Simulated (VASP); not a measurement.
# Fe (Fmmm) in VASP: further runs

Runs on Fe. Level: r2SCAN. Tasks: single point.

All numbers are computed with VASP 6.6.1; they aren't measurements. Logs are shortened: lines on timing, memory, paths and dates and some standing lists are left out, and cuts for length are marked.

## 1. The cell of the first run

Symmetry: Fmmm, No. 69, orthorhombic system. The conventional cell has a = 3.046 Å, b = 3.947 Å, c = 3.995 Å, α = 90.00°, β = 90.00°, γ = 90.00°. Fe (site symmetry mmm) has 14 Fe at 2.49 to 3.05 Å within 3.3 Å.

## 2. Single point, r2SCAN, collinear spin, ferromagnetic start (12.01 Å³/atom)

POSCAR

```
Fe
1.0
    0.0000000000      1.9735771474      1.9973257277
    1.5230086620      0.0000000000      1.9973257277
    1.5230086620      1.9735771474      0.0000000000
Fe
1
Direct
    0.0000000000      0.0000000000      0.0000000000
```

INCAR.step1

```
  PREC = Accurate
  ENCUT = 520
  ISMEAR = -1
  SIGMA = 0.1
  LREAL = F
  LASPH = T
  NELM = 150
  ISPIN = 2
  MAGMOM = 3
  LMAXMIX = 4
  NBANDS = 14
  GGA = PE
  ALGO = Normal
  EDIFF = 1E-4
  LWAVE = T
  LCHARG = F
```

INCAR.step2

```
  PREC = Accurate
  ENCUT = 520
  EDIFF = 1E-6
  ISMEAR = -1
  SIGMA = 0.1
  LREAL = F
  LASPH = T
  NELM = 150
  ALGO = Normal
  ISIF = 2
  LWAVE = F
  LCHARG = F
  ISPIN = 2
  MAGMOM = 3
  LORBIT = 11
  LMAXMIX = 4
  METAGGA = R2SCAN
  LMIXTAU = T
  NBANDS = 14
  ISTART = 1
```

KPOINTS

```
regular mesh
0
Gamma
  14 14 14
```

Potentials or basis: VASP PAW PBE potentials, release 64 (Fe).

Run with:

```sh
$ cat potpaw_PBE.64/Fe/POTCAR > POTCAR
$ cp INCAR.step1 INCAR
$ mpirun -np 1 vasp_std > vasp.out
$ cp INCAR.step2 INCAR
$ mpirun -np 1 vasp_std > vasp.out
```

OUTCAR:

```text
PREC = Accurate
   ENCUT = 520
   EDIFF = 1E-6
   ISMEAR = -1
   LREAL = F
   LASPH = T
   NELM = 150
   ISIF = 2
   ISPIN = 2
   LORBIT = 11
   METAGGA = R2SCAN
   ISTART = 1

 ion  position               nearest neighbor table
   1  0.000  0.000  0.000-

  LATTYP: Found a face centered orthorhombic cell.
 ALAT       =     3.0460173240
 B/A-ratio  =     1.2958410524
 C/A-ratio  =     1.3114342535

  Lattice vectors:

 A1 = (   0.0000000000,   1.9735771474,   1.9973257277)
 A2 = (   1.5230086620,   0.0000000000,   1.9973257277)
 A3 = (   1.5230086620,   1.9735771474,   0.0000000000)

Analysis of symmetry for initial positions (statically):
=====================================================================
 Subroutine PRICEL returns:
 Original cell was already a primitive cell.

 Routine SETGRP: Setting up the symmetry group for a
 face centered orthorhombic supercell.

 Subroutine GETGRP returns: Found  8 space group operations
 (whereof  8 operations were pure point group operations)
 out of a pool of  8 trial point group operations.

The static configuration has the point symmetry D_2h.

Analysis of symmetry for dynamics (positions and initial velocities):
=====================================================================
 Subroutine PRICEL returns:
 Original cell was already a primitive cell.

 Routine SETGRP: Setting up the symmetry group for a
 face centered orthorhombic supercell.

 Subroutine GETGRP returns: Found  8 space group operations
 (whereof  8 operations were pure point group operations)
 out of a pool of  8 trial point group operations.

The dynamic configuration has the point symmetry D_2h.

Analysis of structural, dynamic, and magnetic symmetry:
=====================================================================
 Subroutine PRICEL returns:
 Original cell was already a primitive cell.

 Routine SETGRP: Setting up the symmetry group for a
 face centered orthorhombic supercell.

 Subroutine GETGRP returns: Found  8 space group operations
 (whereof  8 operations were pure point group operations)
 out of a pool of  8 trial point group operations.

The overall configuration has the point symmetry D_2h.

 Subroutine INISYM returns: Found  8 space group operations
 (whereof  8 operations are pure point group operations),
 and found     1 'primitive' translations

----------------------------------------------------------------------------------------

                                     Primitive cell

  volume of cell :      12.0070

  direct lattice vectors                    reciprocal lattice vectors
     0.000000000  1.973577147  1.997325728    -0.328297542  0.253347076  0.250334732
     1.523008662  0.000000000  1.997325728     0.328297542 -0.253347076  0.250334732
     1.523008662  1.973577147  0.000000000     0.328297542  0.253347076 -0.250334732

  length of vectors
     2.807902566  2.511745498  2.492902353     0.484387753  0.484387753  0.484387753

  position of ions in fractional coordinates (direct lattice)
     0.000000000  0.000000000  0.000000000

  ion indices of the primitive-cell ions
   primitive index   ion index
                 1           1

----------------------------------------------------------------------------------------

 KPOINTS: regular mesh

Automatic generation of k-mesh.
 Grid dimensions read from file:
 generate k-points for:   14   14   14

 Generating k-lattice:

  Cartesian coordinates                     Fractional coordinates (reciprocal lattice)
    -0.023449824  0.018096220  0.017881052     0.071428571  0.000000000  0.000000000
     0.023449824 -0.018096220  0.017881052     0.000000000  0.071428571  0.000000000
     0.023449824  0.018096220 -0.017881052     0.000000000  0.000000000  0.071428571

  Length of vectors
     0.034599125  0.034599125  0.034599125

  Shift w.r.t. Gamma in fractional coordinates (k-lattice)
     0.000000000  0.000000000  0.000000000

 Subroutine IBZKPT returns following result:
 ===========================================

 Found    428 irreducible k-points:

 Following reciprocal coordinates:
            Coordinates               Weight
  0.000000  0.000000  0.000000      1.000000
  0.071429  0.000000  0.000000      8.000000
  0.142857 -0.000000 -0.000000      8.000000
  0.214286  0.000000  0.000000      8.000000
  0.285714  0.000000  0.000000      8.000000
  0.357143 -0.000000 -0.000000      8.000000
[... 16 lines left out ...]
  0.214286  0.142857 -0.000000      8.000000
  0.285714  0.142857 -0.000000      8.000000
 [... further k-points ...]
   k-points           NKPTS =    428   k-points in BZ     NKDIM =    428   number of bands    NBANDS=     14
   number of dos      NEDOS =    301   number of ions     NIONS =      1
   total plane-waves  NPLWV =   9600
   dimension x,y,z NGX =    24 NGY =   20 NGZ =   20
   dimension x,y,z NGXF=    48 NGYF=   40 NGZF=   40
   ions per type =               1
   NGX,Y,Z   is equivalent  to a cutoff of  14.21, 13.24, 13.34 a.u.
   NGXF,Y,Z  is equivalent  to a cutoff of  28.42, 26.47, 26.68 a.u.
 SYSTEM =  unknown system
   PREC   = accura    normal or accurate (medium, high low for compatibility)
   ISTART =      1    job   : 0-new  1-cont  2-samecut
   ICHARG =      0    charge: 1-file 2-atom 10-const
   ISPIN  =      2    spin polarized calculation?
   LNONCOLLINEAR =      F non collinear calculations
   LSORBIT =      F    spin-orbit coupling
   LASPH  =      T    aspherical Exc in radial PAW
   ENCUT  =  520.0 eV  38.22 Ry    6.18 a.u.   5.22  4.67  4.64*2*pi/ulx,y,z
   NELM   =    150;   NELMIN=  2; NELMDL=  0     # of ELM steps
   EDIFF  = 0.1E-05   stopping-criterion for ELM
   LREAL  =      F    real-space projection
   EDIFFG = 0.1E-04   stopping-criterion for IOM
   NSW    =      0    number of steps for IOM
   IBRION =     -1    ionic relax: 0-MD 1-quasi-New 2-CG
   NFREE  =      0    steps in history (QN), initial steepest desc. (CG)
   ISIF   =      2    stress and relaxation
   ISYM   =      2    0-nonsym 1-usesym 2-fastsym
   POTIM  = 0.5000    time-step for ionic-motion
   TEBEG  =    0.0;   TEEND  =   0.0 temperature during run
   PSTRESS=    0.0 pullay stress
   NELECT =       8.0000    total number of electrons
   NUPDOWN=      -1.0000    fix difference up-down
   EMIN   =  10.00;   EMAX   =-10.00  energy-range for DOS
   EFERMI =   0.00;   METHOD = LEGACY
   ISMEAR =    -1;   SIGMA  =   0.10  broadening in eV -4-tet -1-fermi 0-gaus
   EFERMI_NEDOS =   21; number of points for ismear=-14 and -15
   IALGO  =     38    algorithm
   IMIX   =      4    mixing-type and parameters
     AMIX     =   0.40;   BMIX     =  1.00
     AMIX_MAG =   1.60;   BMIX_MAG =  1.00
  volume/ion in A,a.u.               =      12.01        81.03
  Fermi-wavevector in a.u.,A,eV,Ry     =   1.429858  2.702041 27.817044  2.044495
  Thomas-Fermi vector in A             =   2.549767
   LORBIT       =     11    0 simple, 1 ext, 2 COOP (PROOUT), +10 PAW based schemes
   METAGGA = R2SCAN    functional components
   LHFCALC =     F    Hartree Fock is set to
   AEXX    =    0.0000 exact exchange contribution
   IVDW    =     0    specifies the selected vdW correction
   LEPSILON=     F    determine dielectric tensor
   LRPA    =     F    only Hartree local field effects (RPA)
 spin polarized calculation
  energy-cutoff  :      520.00
  volume of cell :       12.01
 maximum number of plane-waves:       338
 NGX is ok and might be reduce to    24
   NGX = 11   NGY =  9   NGZ =  9

 number of electron       7.9999999 magnetization       2.6842498

 Free energy of the ion-electron system (eV)
  ---------------------------------------------------
  ext. energy  EPLUGINS =         0.00000000
  ---------------------------------------------------
  free energy    TOTEN  =       -14.35530988 eV

  energy without entropy =      -14.32655150  energy(sigma->0) =      -14.34093069

 E-fermi :   5.3678     XC(G=0): -13.8952

 val. band max:        5.3649402607   @ k =   0.2857   0.2143  -0.0000
 cond. band min:       5.3687373643   @ k =   0.1429  -0.0000  -0.0000
 fundamental gap:      0.0037971036
 Fermi energy:         5.3677747716

 spin component 1

 k-point     1 :       0.0000    0.0000    0.0000
  band No.  band energies     occupation
      1      -3.1132      1.00000
      2       2.1460      1.00000
      3       2.2053      1.00000
      4       2.4726      1.00000
      5       3.1964      1.00000
      6       3.5421      1.00000
      7      29.6628      0.00000
      8      31.0703      0.00000
      9      31.3108      0.00000
     10      34.8352      0.00000
     11      35.9123      0.00000
     12      36.1368      0.00000
     13      36.1412      0.00000
     14      36.2274      0.00000

 k-point     2 :       0.0714    0.0000    0.0000
  band No.  band energies     occupation
      1      -2.9096      1.00000
      2       2.1589      1.00000
      3       2.2153      1.00000
      4       2.5066      1.00000
      5       3.1691      1.00000
      6       3.5203      1.00000
      7      28.6116      0.00000
      8      30.3075      0.00000
      9      30.9235      0.00000
     10      33.9953      0.00000
     11      34.9612      0.00000
     12      35.4316      0.00000
     13      36.0539      0.00000
     14      37.9416      0.00000
[... 343 lines left out ...]
      1      -1.6953      1.00000
      2       1.8281      1.00000
      3       2.2283      1.00000
      4       2.9526      1.00000
      5       3.2576      1.00000
      6       3.4896      1.00000
      7      24.9691      0.00000
      8      26.1261      0.00000
      9      29.0084      0.00000
     10      30.0333      0.00000
     11      34.2323      0.00000
     12      35.6254      0.00000
     13      39.1929      0.00000
     14      40.6304      0.00000

 k-point    24 :       0.2857    0.1429   -0.0000
  band No.  band energies     occupation
      1      -0.8595      1.00000
      2       1.7817      1.00000
      3       1.9971      1.00000
      4       3.1444      1.00000
      5       3.5303      1.00000
      6       3.6008      1.00000
      7      22.1745      0.00000
      8      24.0070      0.00000
      9      27.6881      0.00000
     10      30.4752      0.00000
     11      34.7460      0.00000
     12      36.0712      0.00000
     13      39.3829      0.00000
     14      42.3376      0.00000

 [... further k-points ...]

 spin component 2

 k-point     1 :       0.0000    0.0000    0.0000
  band No.  band energies     occupation
      1      -3.6978      1.00000
      2       5.4157      0.38240
      3       5.5935      0.09471
      4       6.1839      0.00029
      5       7.4521      0.00000
      6       8.1936      0.00000
      7      29.1522      0.00000
      8      30.8781      0.00000
      9      31.2243      0.00000
     10      35.6631      0.00000
     11      36.5462      0.00000
     12      37.8277      0.00000
     13      37.8862      0.00000
     14      38.3467      0.00000

 k-point     2 :       0.0714    0.0000    0.0000
  band No.  band energies     occupation
      1      -3.4867      1.00000
      2       5.4220      0.36762
      3       5.5979      0.09100
      4       6.2065      0.00023
      5       7.4031      0.00000
      6       8.1611      0.00000
      7      28.4888      0.00000
      8      30.1859      0.00000
      9      30.9634      0.00000
     10      35.3068      0.00000
     11      36.3152      0.00000
     12      36.9534      0.00000
     13      37.1571      0.00000
     14      39.9199      0.00000
[... 343 lines left out ...]
      1      -2.1908      1.00000
      2       4.9252      0.98817
      3       5.6824      0.04123
      4       6.4909      0.00001
      5       7.5318      0.00000
      6       8.0171      0.00000
      7      25.4468      0.00000
      8      26.7396      0.00000
      9      29.8631      0.00000
     10      31.1119      0.00000
     11      35.9361      0.00000
     12      36.3400      0.00000
     13      40.5677      0.00000
     14      41.6561      0.00000

 k-point    24 :       0.2857    0.1429   -0.0000
  band No.  band energies     occupation
      1      -1.2298      1.00000
      2       4.7605      0.99770
      3       5.3198      0.61764
      4       7.0469      0.00000
      5       7.4338      0.00000
      6       8.1141      0.00000
      7      22.9671      0.00000
      8      24.7789      0.00000
      9      29.1522      0.00000
     10      30.8359      0.00000
     11      35.6586      0.00000
     12      37.5266      0.00000
     13      40.8882      0.00000
     14      43.5119      0.00000

 [... further k-points ...]

------------------------ aborting loop because EDIFF is reached ----------------------------------------

  FORCE on cell =-STRESS in cart. coord.  units (eV):
  Direction    XX          YY          ZZ          XY          YZ          ZX
  --------------------------------------------------------------------------------------
  -------------------------------------------------------------------------------------
  Total       -0.4455947     -0.0794443     -0.1305486     -0.0000000      0.0000000      0.0000000
  in kB      -59.4586705    -10.6007811    -17.4199680     -0.0000000      0.0000000      0.0000000
  external PRESSURE =     -29.1598065 kB  Pullay stress =       0.0000000 kB

 VOLUME and BASIS-vectors are now :
 -----------------------------------------------------------------------------
  energy-cutoff  :      520.00
  volume of cell :       12.01
      direct lattice vectors                 reciprocal lattice vectors
     0.000000000  1.973577147  1.997325728    -0.328297542  0.253347076  0.250334732
     1.523008662  0.000000000  1.997325728     0.328297542 -0.253347076  0.250334732
     1.523008662  1.973577147  0.000000000     0.328297542  0.253347076 -0.250334732

 POSITION                                       TOTAL-FORCE (eV/Angst)
 -----------------------------------------------------------------------------------
      0.00000      0.00000      0.00000        -0.000000     -0.000000      0.000000
 -----------------------------------------------------------------------------------
    total drift:                               -0.000000     -0.000000      0.000000

  FREE ENERGIE OF THE ION-ELECTRON SYSTEM (eV)
  ---------------------------------------------------
  free  energy   TOTEN  =       -14.3553098777 eV

  energy  without entropy=      -14.3265515044  energy(sigma->0) =      -14.34093069

 total charge

# of ion       s       p       d       tot
------------------------------------------
    1        0.473   0.534   6.156   7.162

 magnetization (x)

# of ion       s       p       d       tot
------------------------------------------
    1       -0.011  -0.108   2.872   2.753
```

Run time: 13 min. Hardware: 1 thread of AMD EPYC 7R43 (Zen 3), shared host; peak memory 0.18 GiB.

What came out:

```yaml
Free_energy: -14.3553 eV
Pressure: -2.9 GPa
Net_moment: 2.68 μB per cell
Site_moments: Fe +2.75 μB
Valence_electrons_inside_the_program's_atomic_spheres: Fe 7.16
```

Levels at points of the mesh, in eV from the Fermi level:
Spin up:
| k point | band 3 | band 4 | band 5 | band 6 | band 7 | band 8 |
| --- | --- | --- | --- | --- | --- | --- |
| (0.00, 0.00, 0.00) | -3.16 | -2.90 | -2.17 | -1.83 | 24.30 | 25.70 |
| (0.50, 0.00, 0.00) | -2.24 | -1.70 | -0.73 | 0.28 | 6.36 | 19.16 |
| (0.50, 0.50, 0.00) | -1.67 | -1.61 | -0.64 | 0.82 | 7.08 | 17.45 |
| (0.50, 0.00, 0.50) | -1.70 | -1.66 | -0.55 | 1.04 | 7.36 | 17.22 |
| (0.00, 0.50, 0.50) | -1.06 | -0.90 | -0.77 | 7.74 | 10.79 | 10.79 |
Spin down:
```
           k point  band 1  band 2  band 3  band 4  band 5  band 6  band 7  band 8
(0.00, 0.00, 0.00)   -9.07    0.05    0.23    0.82    2.08    2.83   23.78   25.51
(0.50, 0.00, 0.00)   -3.51   -0.75   -0.28    2.00    2.82    3.27    8.67   19.07
(0.50, 0.50, 0.00)   -3.39   -1.59    0.32    2.84    2.89    3.28    9.38   17.66
(0.50, 0.00, 0.50)   -3.33   -1.51    0.56    2.74    2.83    3.28    9.64   17.38
(0.00, 0.50, 0.50)   -2.68   -2.52    2.97    3.00    3.04    7.94   11.23   11.24
```

Caveat: the PAW data sets were made with another functional, which shifts forces and pressure a little.

(Part 1 of 2 ends here.)
